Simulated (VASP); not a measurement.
# As (Im-3m) in VASP: notebook

As is run at these levels: PBE; tasks: single point, relaxation of cell and atoms.

All numbers are computed with VASP 6.6.1; they aren't measurements. Logs are shortened: lines on timing, memory, paths and dates and some standing lists are left out, and cuts for length are marked.

### 1 The cell of the first run

The structure is cubic, space group Im-3m (No. 229). Conventional cell: a = 3.190 Å, b = 3.190 Å, c = 3.190 Å, α = 90.00°, β = 90.00°, γ = 90.00°. Within 3.6 Å of As (site symmetry m-3m) lie 14 As at 2.76 to 3.19 Å.

### 2 Single point, PBE (volume scaled by 0.85)

INCAR

```
  ALGO = Normal
  EDIFF = 1E-7
  ENCUT = 520
  GGA = PE
  ISIF = 2
  ISMEAR = -1
  LASPH = T
  LCHARG = T
  LELF = T
  LREAL = F
  LVHAR = T
  LWAVE = F
  NBANDS = 8
  NELM = 60
  PREC = Accurate
  SIGMA = 0.05
```

KPOINTS

```
k-points
0
Gamma
  16 16 16
```

POSCAR

```
As
1.0
   -1.5951823033      1.5951823033      1.5951823033
    1.5951823033     -1.5951823033      1.5951823033
    1.5951823033      1.5951823033     -1.5951823033
As
1
Direct
    0.0000000000      0.0000000000      0.0000000000
```

Potentials or basis: VASP PAW PBE potentials, release 64 (As).

Started as:

```
$ cat potpaw_PBE.64/As/POTCAR > POTCAR
$ mpirun -np 1 vasp_std > vasp.out
```

OUTCAR:

```text
EDIFF = 1E-7
   ENCUT = 520
   GGA = PE
   ISIF = 2
   ISMEAR = -1
   LASPH = T
   LREAL = F
   NELM = 60
   PREC = Accurate

 ion  position               nearest neighbor table
   1  0.000  0.000  0.000-

  LATTYP: Found a body centered cubic cell.
 ALAT       =     3.1903646066

  Lattice vectors:

 A1 = (  -1.5951823033,   1.5951823033,   1.5951823033)
 A2 = (   1.5951823033,  -1.5951823033,   1.5951823033)
 A3 = (   1.5951823033,   1.5951823033,  -1.5951823033)

Analysis of symmetry for initial positions (statically):
=====================================================================
 Subroutine PRICEL returns:
 Original cell was already a primitive cell.

 Routine SETGRP: Setting up the symmetry group for a
 body centered cubic supercell.

 Subroutine GETGRP returns: Found 48 space group operations
 (whereof 48 operations were pure point group operations)
 out of a pool of 48 trial point group operations.

The static configuration has the point symmetry O_h .

Analysis of symmetry for dynamics (positions and initial velocities):
=====================================================================
 Subroutine PRICEL returns:
 Original cell was already a primitive cell.

 Routine SETGRP: Setting up the symmetry group for a
 body centered cubic supercell.

 Subroutine GETGRP returns: Found 48 space group operations
 (whereof 48 operations were pure point group operations)
 out of a pool of 48 trial point group operations.

The dynamic configuration has the point symmetry O_h .

 Subroutine INISYM returns: Found 48 space group operations
 (whereof 48 operations are pure point group operations),
 and found     1 'primitive' translations

----------------------------------------------------------------------------------------

                                     Primitive cell

  volume of cell :      16.2364

  direct lattice vectors                    reciprocal lattice vectors
    -1.595182303  1.595182303  1.595182303     0.000000000  0.313443798  0.313443798
     1.595182303 -1.595182303  1.595182303     0.313443798  0.000000000  0.313443798
     1.595182303  1.595182303 -1.595182303     0.313443798  0.313443798  0.000000000

  length of vectors
     2.762936797  2.762936797  2.762936797     0.443276470  0.443276470  0.443276470

  position of ions in fractional coordinates (direct lattice)
     0.000000000  0.000000000  0.000000000

  ion indices of the primitive-cell ions
   primitive index   ion index
                 1           1

----------------------------------------------------------------------------------------

 KPOINTS: k-points

Automatic generation of k-mesh.
 Grid dimensions read from file:
 generate k-points for:   16   16   16

 Generating k-lattice:

  Cartesian coordinates                     Fractional coordinates (reciprocal lattice)
     0.000000000  0.019590237  0.019590237     0.062500000  0.000000000  0.000000000
     0.019590237  0.000000000  0.019590237     0.000000000  0.062500000  0.000000000
     0.019590237  0.019590237  0.000000000     0.000000000  0.000000000  0.062500000

  Length of vectors
     0.027704779  0.027704779  0.027704779

  Shift w.r.t. Gamma in fractional coordinates (k-lattice)
     0.000000000  0.000000000  0.000000000

 Subroutine IBZKPT returns following result:
 ===========================================

 Found    145 irreducible k-points:

 Following reciprocal coordinates:
            Coordinates               Weight
  0.000000  0.000000  0.000000      1.000000
  0.062500  0.000000  0.000000     12.000000
  0.125000  0.000000  0.000000     12.000000
  0.187500  0.000000  0.000000     12.000000
  0.250000  0.000000  0.000000     12.000000
  0.312500  0.000000  0.000000     12.000000
[... 16 lines left out ...]
  0.187500  0.187500  0.000000     24.000000
  0.250000  0.187500  0.000000     48.000000
 [... further k-points ...]
   k-points           NKPTS =    145   k-points in BZ     NKDIM =    145   number of bands    NBANDS=      8
   number of dos      NEDOS =    301   number of ions     NIONS =      1
   total plane-waves  NPLWV =  13824
   dimension x,y,z NGX =    24 NGY =   24 NGZ =   24
   dimension x,y,z NGXF=    48 NGYF=   48 NGZF=   48
   ions per type =               1
   NGX,Y,Z   is equivalent  to a cutoff of  14.44, 14.44, 14.44 a.u.
   NGXF,Y,Z  is equivalent  to a cutoff of  28.88, 28.88, 28.88 a.u.
 SYSTEM =  unknown system
   PREC   = accura    normal or accurate (medium, high low for compatibility)
   ISTART =      0    job   : 0-new  1-cont  2-samecut
   ICHARG =      2    charge: 1-file 2-atom 10-const
   ISPIN  =      1    spin polarized calculation?
   LNONCOLLINEAR =      F non collinear calculations
   LSORBIT =      F    spin-orbit coupling
   LASPH  =      T    aspherical Exc in radial PAW
   ENCUT  =  520.0 eV  38.22 Ry    6.18 a.u.   5.14  5.14  5.14*2*pi/ulx,y,z
   NELM   =     60;   NELMIN=  2; NELMDL= -5     # of ELM steps
   EDIFF  = 0.1E-06   stopping-criterion for ELM
   LREAL  =      F    real-space projection
   EDIFFG = 0.1E-05   stopping-criterion for IOM
   NSW    =      0    number of steps for IOM
   IBRION =     -1    ionic relax: 0-MD 1-quasi-New 2-CG
   NFREE  =      0    steps in history (QN), initial steepest desc. (CG)
   ISIF   =      2    stress and relaxation
   ISYM   =      2    0-nonsym 1-usesym 2-fastsym
   POTIM  = 0.5000    time-step for ionic-motion
   TEBEG  =    0.0;   TEEND  =   0.0 temperature during run
   PSTRESS=    0.0 pullay stress
   NELECT =       5.0000    total number of electrons
   NUPDOWN=      -1.0000    fix difference up-down
   EMIN   =  10.00;   EMAX   =-10.00  energy-range for DOS
   EFERMI =   0.00;   METHOD = LEGACY
   ISMEAR =    -1;   SIGMA  =   0.05  broadening in eV -4-tet -1-fermi 0-gaus
   EFERMI_NEDOS =   21; number of points for ismear=-14 and -15
   IALGO  =     38    algorithm
   IMIX   =      4    mixing-type and parameters
     AMIX     =   0.40;   BMIX     =  1.00
     AMIX_MAG =   1.60;   BMIX_MAG =  1.00
  volume/ion in A,a.u.               =      16.24       109.57
  Fermi-wavevector in a.u.,A,eV,Ry     =   1.105523  2.089136 16.628788  1.222181
  Thomas-Fermi vector in A             =   2.242011
   LORBIT       =      0    0 simple, 1 ext, 2 COOP (PROOUT), +10 PAW based schemes
   GGA     = PE    functional components
   LHFCALC =     F    Hartree Fock is set to
   AEXX    =    0.0000 exact exchange contribution
   IVDW    =     0    specifies the selected vdW correction
   LEPSILON=     F    determine dielectric tensor
   LRPA    =     F    only Hartree local field effects (RPA)
 non-spin polarized calculation
  energy-cutoff  :      520.00
  volume of cell :       16.24
 maximum number of plane-waves:       466
 NGX is ok and might be reduce to    24
   NGX = 11   NGY = 11   NGZ = 11

 number of electron       5.0000000 magnetization

 Free energy of the ion-electron system (eV)
  ---------------------------------------------------
  ext. energy  EPLUGINS =         0.00000000
  ---------------------------------------------------
  free energy    TOTEN  =        -4.09201994 eV

  energy without entropy =       -4.08831181  energy(sigma->0) =       -4.09016588

 E-fermi :   8.3410     XC(G=0): -11.4904

 val. band max:        8.3369554620   @ k =   0.5000   0.5000   0.3125
 cond. band min:       8.3911305899   @ k =  -0.2500   0.2500   0.1250
 fundamental gap:      0.0541751279
 Fermi energy:         8.3409692036

 k-point     1 :       0.0000    0.0000    0.0000
  band No.  band energies     occupation
      1      -8.2087      2.00000
      2      15.7432      0.00000
      3      15.7432      0.00000
      4      15.7432      0.00000
      5      22.2239      0.00000
      6      22.2239      0.00000
      7      22.2239      0.00000
      8      25.1634      0.00000

 k-point     2 :       0.0625    0.0000    0.0000
  band No.  band energies     occupation
      1      -8.0966      2.00000
      2      14.9139      0.00000
      3      15.3539      0.00000
      4      15.6537      0.00000
      5      21.6483      0.00000
      6      21.8925      0.00000
      7      22.8045      0.00000
      8      24.0361      0.00000

 k-point     3 :       0.1250    0.0000    0.0000
  band No.  band energies     occupation
      1      -7.7608      2.00000
      2      12.9537      0.00000
      3      14.4735      0.00000
      4      15.3966      0.00000
      5      20.5864      0.00000
      6      20.7256      0.00000
      7      23.9630      0.00000
      8      24.0959      0.00000

 k-point     4 :       0.1875    0.0000    0.0000
  band No.  band energies     occupation
      1      -7.2028      2.00000
      2      10.5635      0.00000
      3      13.4839      0.00000
      4      15.0130      0.00000
      5      19.5204      0.00000
      6      19.5487      0.00000
      7      23.8936      0.00000
      8      24.6328      0.00000

 k-point     5 :       0.2500    0.0000    0.0000
  band No.  band energies     occupation
      1      -6.4269      2.00000
      2       8.0978      1.98468
      3      12.5719      0.00000
      4      14.5729      0.00000
      5      18.5310      0.00000
      6      18.6604      0.00000
      7      24.2394      0.00000
      8      25.3655      0.00000
[... 177 lines left out ...]
 k-point    22 :       0.4375    0.1250    0.0000
  band No.  band energies     occupation
      1      -2.0160      2.00000
      2       1.0485      2.00000
      3       8.6628      0.00320
      4      12.2513      0.00000
      5      17.7627      0.00000
      6      20.3665      0.00000
      7      26.1608      0.00000
      8      27.1209      0.00000

 k-point    23 :       0.1875    0.1875    0.0000
  band No.  band energies     occupation
      1      -5.2242      2.00000
      2       6.6651      2.00000
      3       8.9729      0.00001
      4      12.9135      0.00000
      5      19.2212      0.00000
      6      20.6520      0.00000
      7      24.6559      0.00000
      8      26.2299      0.00000

 k-point    24 :       0.2500    0.1875    0.0000
  band No.  band energies     occupation
      1      -4.1617      2.00000
      2       4.9520      2.00000
      3       7.7766      1.99997
      4      12.4160      0.00000
      5      19.0611      0.00000
      6      21.0764      0.00000
      7      24.8737      0.00000
      8      27.6464      0.00000

 [... further k-points ...]
[... 5 lines left out ...]
  --------------------------------------------------------------------------------------
  -------------------------------------------------------------------------------------
  Total        1.8760359      1.8760359      1.8760359     -0.0000000     -0.0000000      0.0000000
  in kB      185.1231673    185.1231673    185.1231673     -0.0000000     -0.0000000      0.0000000
  external PRESSURE =     185.1231673 kB  Pullay stress =       0.0000000 kB

 VOLUME and BASIS-vectors are now :
 -----------------------------------------------------------------------------
  energy-cutoff  :      520.00
  volume of cell :       16.24
      direct lattice vectors                 reciprocal lattice vectors
    -1.595182303  1.595182303  1.595182303     0.000000000  0.313443798  0.313443798
     1.595182303 -1.595182303  1.595182303     0.313443798  0.000000000  0.313443798
     1.595182303  1.595182303 -1.595182303     0.313443798  0.313443798  0.000000000

 POSITION                                       TOTAL-FORCE (eV/Angst)
 -----------------------------------------------------------------------------------
      0.00000      0.00000      0.00000        -0.000000     -0.000000      0.000000
 -----------------------------------------------------------------------------------
    total drift:                               -0.000000      0.000000      0.000000

  FREE ENERGIE OF THE ION-ELECTRON SYSTEM (eV)
  ---------------------------------------------------
  free  energy   TOTEN  =        -4.0920199449 eV

  energy  without entropy=       -4.0883118054  energy(sigma->0) =       -4.09016588
```

It took 15 s on 1 thread of AMD EPYC 7R43 (Zen 3), shared host; peak memory 0.11 GiB.

Results:

- Free energy: -4.0920 eV
- Pressure: 18.5 GPa

Levels at points of the mesh, in eV from the Fermi level:
| k point | band 1 | band 2 | band 3 | band 4 | band 5 | band 6 |
| --- | --- | --- | --- | --- | --- | --- |
| (0.00, 0.00, 0.00) | -16.55 | 7.40 | 7.40 | 7.40 | 13.88 | 13.88 |
| (0.50, 0.00, 0.00) | -10.63 | -7.64 | 2.46 | 5.18 | 8.47 | 8.70 |
| (0.50, 0.50, 0.50) | -5.70 | -2.57 | -2.57 | -2.57 | 3.26 | 3.26 |

(Continued in part 2 of 3.)
